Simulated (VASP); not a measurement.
# In2Au (Fm-3m) in VASP: further runs

Runs on In2Au. Level: LDA. Tasks: electric field gradients.

All numbers are computed with VASP 6.6.1; they aren't measurements. Logs are shortened: lines on timing, memory, paths and dates and some standing lists are left out, and cuts for length are marked.

### 1 The cell of the first run

It takes space group Fm-3m (No. 225, cubic). Conventional cell: a = 6.414 Å, b = 6.414 Å, c = 6.414 Å, α = 90.00°, β = 90.00°, γ = 90.00°. In (site symmetry -43m) has 4 Au at 2.78 Å and 6 In at 3.21 Å within 3.7 Å. Within 3.7 Å of Au (site symmetry m-3m) lie 8 In at 2.78 Å.

### 2 Electric field gradients, LDA (volume scaled by 0.96)

INCAR

```
SYSTEM = In2Au
PREC = Accurate
ENCUT = 520
EDIFF = 1E-8
ISMEAR = -1
SIGMA = 0.05
LREAL = .FALSE.
LASPH = .TRUE.
NELM = 60
ALGO = Normal
ISIF = 2
LWAVE = .FALSE.
LCHARG = .FALSE.
GGA = CA
LEFG = .TRUE.
NBANDS = 26
```

KPOINTS

```
regular mesh
0
G
  10 10 10
  0 0 0
```

POSCAR

```
In2Au
1.0
    0.0000000000      3.2070621815      3.2070621815
    3.2070621815      0.0000000000      3.2070621815
    3.2070621815      3.2070621815      0.0000000000
In Au
2 1
Direct
    0.2500000000      0.2500000000      0.2500000000
    0.7500000000      0.7500000000      0.7500000000
    0.0000000000      0.0000000000      0.0000000000
```

Potentials or basis: VASP PAW LDA potentials, release 64 (In_d, Au).

Run with:

```sh
$ cat potpaw_LDA.64/In_d/POTCAR potpaw_LDA.64/Au/POTCAR > POTCAR
$ mpirun -np 1 vasp_std > vasp.out
```

OUTCAR:

```text
SYSTEM = In2Au
   PREC = Accurate
   ENCUT = 520
   EDIFF = 1E-8
   ISMEAR = -1
   LREAL = .FALSE.
   LASPH = .TRUE.
   NELM = 60
   ISIF = 2
   GGA = CA

 ion  position               nearest neighbor table
   1  0.250  0.250  0.250-   3 2.78   3 2.78   3 2.78   3 2.78   2 3.21   2 3.21   2 3.21   2 3.21
                             2 3.21   2 3.21
   2  0.750  0.750  0.750-   3 2.78   3 2.78   3 2.78   3 2.78   1 3.21   1 3.21   1 3.21   1 3.21
                             1 3.21   1 3.21
   3  0.000  0.000  0.000-   1 2.78   2 2.78   2 2.78   2 2.78   2 2.78   1 2.78   1 2.78   1 2.78

  LATTYP: Found a face centered cubic cell.
 ALAT       =     6.4141243630

  Lattice vectors:

 A1 = (   0.0000000000,   3.2070621815,   3.2070621815)
 A2 = (   3.2070621815,   0.0000000000,   3.2070621815)
 A3 = (   3.2070621815,   3.2070621815,   0.0000000000)

Analysis of symmetry for initial positions (statically):
=====================================================================
 Subroutine PRICEL returns:
 Original cell was already a primitive cell.

 Routine SETGRP: Setting up the symmetry group for a
 face centered cubic supercell.

 Subroutine GETGRP returns: Found 48 space group operations
 (whereof 48 operations were pure point group operations)
 out of a pool of 48 trial point group operations.

The static configuration has the point symmetry O_h .

Analysis of symmetry for dynamics (positions and initial velocities):
=====================================================================
 Subroutine PRICEL returns:
 Original cell was already a primitive cell.

 Routine SETGRP: Setting up the symmetry group for a
 face centered cubic supercell.

 Subroutine GETGRP returns: Found 48 space group operations
 (whereof 48 operations were pure point group operations)
 out of a pool of 48 trial point group operations.

The dynamic configuration has the point symmetry O_h .

 Subroutine INISYM returns: Found 48 space group operations
 (whereof 48 operations are pure point group operations),
 and found     1 'primitive' translations

----------------------------------------------------------------------------------------

                                     Primitive cell

  volume of cell :      65.9709

  direct lattice vectors                    reciprocal lattice vectors
     0.000000000  3.207062181  3.207062181    -0.155905926  0.155905926  0.155905926
     3.207062181  0.000000000  3.207062181     0.155905926 -0.155905926  0.155905926
     3.207062181  3.207062181  0.000000000     0.155905926  0.155905926 -0.155905926

  length of vectors
     4.535470832  4.535470832  4.535470832     0.270036985  0.270036985  0.270036985

  position of ions in fractional coordinates (direct lattice)
     0.250000000  0.250000000  0.250000000
     0.750000000  0.750000000  0.750000000
     0.000000000  0.000000000  0.000000000

  ion indices of the primitive-cell ions
   primitive index   ion index
                 1           1
                 2           2
                 3           3

----------------------------------------------------------------------------------------

 KPOINTS: regular mesh

Automatic generation of k-mesh.
 Grid dimensions read from file:
 generate k-points for:   10   10   10

 Generating k-lattice:

  Cartesian coordinates                     Fractional coordinates (reciprocal lattice)
    -0.015590593  0.015590593  0.015590593     0.100000000  0.000000000  0.000000000
     0.015590593 -0.015590593  0.015590593     0.000000000  0.100000000  0.000000000
     0.015590593  0.015590593 -0.015590593     0.000000000  0.000000000  0.100000000

  Length of vectors
     0.027003699  0.027003699  0.027003699

  Shift w.r.t. Gamma in fractional coordinates (k-lattice)
     0.000000000  0.000000000  0.000000000

 Subroutine IBZKPT returns following result:
 ===========================================

 Found     47 irreducible k-points:

 Following reciprocal coordinates:
            Coordinates               Weight
  0.000000  0.000000  0.000000      1.000000
  0.100000  0.000000  0.000000      8.000000
  0.200000  0.000000  0.000000      8.000000
  0.300000  0.000000  0.000000      8.000000
  0.400000  0.000000  0.000000      8.000000
  0.500000  0.000000  0.000000      4.000000
[... 16 lines left out ...]
  0.300000  0.300000  0.000000      6.000000
  0.400000  0.300000  0.000000     24.000000
 [... further k-points ...]
   k-points           NKPTS =     47   k-points in BZ     NKDIM =     47   number of bands    NBANDS=     26
   number of dos      NEDOS =    301   number of ions     NIONS =      3
   total plane-waves  NPLWV =  46656
   dimension x,y,z NGX =    36 NGY =   36 NGZ =   36
   dimension x,y,z NGXF=    72 NGYF=   72 NGZF=   72
   ions per type =               2   1
   NGX,Y,Z   is equivalent  to a cutoff of  13.20, 13.20, 13.20 a.u.
   NGXF,Y,Z  is equivalent  to a cutoff of  26.39, 26.39, 26.39 a.u.
 SYSTEM =  In2Au
   PREC   = accura    normal or accurate (medium, high low for compatibility)
   ISTART =      0    job   : 0-new  1-cont  2-samecut
   ICHARG =      2    charge: 1-file 2-atom 10-const
   ISPIN  =      1    spin polarized calculation?
   LNONCOLLINEAR =      F non collinear calculations
   LSORBIT =      F    spin-orbit coupling
   LASPH  =      T    aspherical Exc in radial PAW
   ENCUT  =  520.0 eV  38.22 Ry    6.18 a.u.   8.43  8.43  8.43*2*pi/ulx,y,z
   NELM   =     60;   NELMIN=  2; NELMDL= -5     # of ELM steps
   EDIFF  = 0.1E-07   stopping-criterion for ELM
   LREAL  =      F    real-space projection
   EDIFFG = 0.1E-06   stopping-criterion for IOM
   NSW    =      0    number of steps for IOM
   IBRION =     -1    ionic relax: 0-MD 1-quasi-New 2-CG
   NFREE  =      0    steps in history (QN), initial steepest desc. (CG)
   ISIF   =      2    stress and relaxation
   ISYM   =      2    0-nonsym 1-usesym 2-fastsym
   POTIM  = 0.5000    time-step for ionic-motion
   TEBEG  =    0.0;   TEEND  =   0.0 temperature during run
   PSTRESS=    0.0 pullay stress
   NELECT =      37.0000    total number of electrons
   NUPDOWN=      -1.0000    fix difference up-down
   EMIN   =  10.00;   EMAX   =-10.00  energy-range for DOS
   EFERMI =   0.00;   METHOD = LEGACY
   ISMEAR =    -1;   SIGMA  =   0.05  broadening in eV -4-tet -1-fermi 0-gaus
   EFERMI_NEDOS =   21; number of points for ismear=-14 and -15
   IALGO  =     38    algorithm
   IMIX   =      4    mixing-type and parameters
     AMIX     =   0.40;   BMIX     =  1.00
     AMIX_MAG =   1.60;   BMIX_MAG =  1.00
  volume/ion in A,a.u.               =      21.99       148.40
  Fermi-wavevector in a.u.,A,eV,Ry     =   1.350075  2.551273 24.799388  1.822704
  Thomas-Fermi vector in A             =   2.477610
   LORBIT       =      0    0 simple, 1 ext, 2 COOP (PROOUT), +10 PAW based schemes
   GGA     = CA    functional components
   LHFCALC =     F    Hartree Fock is set to
   AEXX    =    0.0000 exact exchange contribution
   IVDW    =     0    specifies the selected vdW correction
   LEPSILON=     F    determine dielectric tensor
   LRPA    =     F    only Hartree local field effects (RPA)
 non-spin polarized calculation
  energy-cutoff  :      520.00
  volume of cell :       65.97
 maximum number of plane-waves:      1807
 NGX is ok and might be reduce to    36
   NGX = 17   NGY = 17   NGZ = 17

 number of electron      37.0000004 magnetization

 Free energy of the ion-electron system (eV)
  ---------------------------------------------------
  ext. energy  EPLUGINS =         0.00000000
  ---------------------------------------------------
  free energy    TOTEN  =       -11.68333634 eV

  energy without entropy =      -11.67516622  energy(sigma->0) =      -11.67925128

 E-fermi :   8.4016     XC(G=0): -11.2515

 val. band max:        8.3698560195   @ k =   0.5000   0.2000   0.1000
 cond. band min:       8.4692541153   @ k =   0.2000   0.2000   0.0000
 fundamental gap:      0.0993980958
 Fermi energy:         8.4015692057

 k-point     1 :       0.0000    0.0000    0.0000
  band No.  band energies     occupation
      1      -6.5442      2.00000
      2      -6.5442      2.00000
      3      -6.3711      2.00000
      4      -6.3711      2.00000
      5      -6.3711      2.00000
      6      -6.0551      2.00000
[... 18 lines left out ...]
     25      14.0366      0.00000
     26      14.0366      0.00000
[... 644 lines left out ...]
      4      -6.2421      2.00000
      5      -6.2331      2.00000
      6      -6.2190      2.00000
[... 18 lines left out ...]
     25      18.5000      0.00000
     26      18.7252      0.00000

 [... further k-points ...]
[... 5 lines left out ...]
  --------------------------------------------------------------------------------------
  -------------------------------------------------------------------------------------
  Total        0.8409552      0.8409552      0.8409552      0.0000000      0.0000000     -0.0000000
  in kB       20.4235530     20.4235530     20.4235530      0.0000000      0.0000000     -0.0000000
  external PRESSURE =      20.4235530 kB  Pullay stress =       0.0000000 kB

 VOLUME and BASIS-vectors are now :
 -----------------------------------------------------------------------------
  energy-cutoff  :      520.00
  volume of cell :       65.97
      direct lattice vectors                 reciprocal lattice vectors
     0.000000000  3.207062181  3.207062181    -0.155905926  0.155905926  0.155905926
     3.207062181  0.000000000  3.207062181     0.155905926 -0.155905926  0.155905926
     3.207062181  3.207062181  0.000000000     0.155905926  0.155905926 -0.155905926

 POSITION                                       TOTAL-FORCE (eV/Angst)
 -----------------------------------------------------------------------------------
      1.60353      1.60353      1.60353         0.000000      0.000000     -0.000000
      4.81059      4.81059      4.81059        -0.000000     -0.000000     -0.000000
      0.00000      0.00000      0.00000         0.000000      0.000000      0.000000
 -----------------------------------------------------------------------------------
    total drift:                                0.000000      0.000000      0.000000

  FREE ENERGIE OF THE ION-ELECTRON SYSTEM (eV)
  ---------------------------------------------------
  free  energy   TOTEN  =       -11.6833363444 eV

  energy  without entropy=      -11.6751662242  energy(sigma->0) =      -11.67925128

 Electric field gradients (V/A^2)
---------------------------------------------------------------------
 ion       V_xx      V_yy      V_zz      V_xy      V_xz      V_yz
---------------------------------------------------------------------
   1       0.000    -0.000     0.000     0.000     0.000     0.000
   2       0.000    -0.000     0.000     0.000     0.000     0.000
   3      -0.000     0.000     0.000    -0.000    -0.000    -0.000
---------------------------------------------------------------------

 Electric field gradients after diagonalization (V/A^2)
 (convention: |V_zz| > |V_xx| > |V_yy|)
----------------------------------------------------------------------
 ion       V_xx      V_yy      V_zz     asymmetry (V_yy - V_xx)/ V_zz
----------------------------------------------------------------------
   1      -0.000    -0.000     0.000       0.000
   2      -0.000    -0.000     0.000       0.000
   3       0.000     0.000    -0.000       0.000
----------------------------------------------------------------------

           NMR quadrupolar parameters

 Cq : quadrupolar parameter    Cq=e*Q*V_zz/h
 eta: asymmetry parameters     (V_yy - V_xx)/ V_zz
 Q  : nuclear electric quadrupole moment in mb (millibarn)
----------------------------------------------------------------------
 ion       Cq(MHz)       eta       Q (mb)
----------------------------------------------------------------------
   1       0.000       0.000       1.000
   2       0.000       0.000       1.000
   3      -0.000       0.000       1.000
----------------------------------------------------------------------
```

Run time: 60 s. Hardware: 1 thread of Intel Xeon Platinum 8259CL at 2.50GHz (Skylake/Cascade Lake), shared host; peak memory 0.22 GiB.

Results:

| Quantity | Value |
| --- | --- |
| Free energy | -11.6833 eV |
| Pressure | 2.0 GPa |

Caveat: without QUAD_EFG the Cq values of the log hold for a quadrupole moment of 1 mb, not for the nuclei; spin-orbit coupling is left out, which moves the levels of the heavy elements.

[end of part 1 of 2]
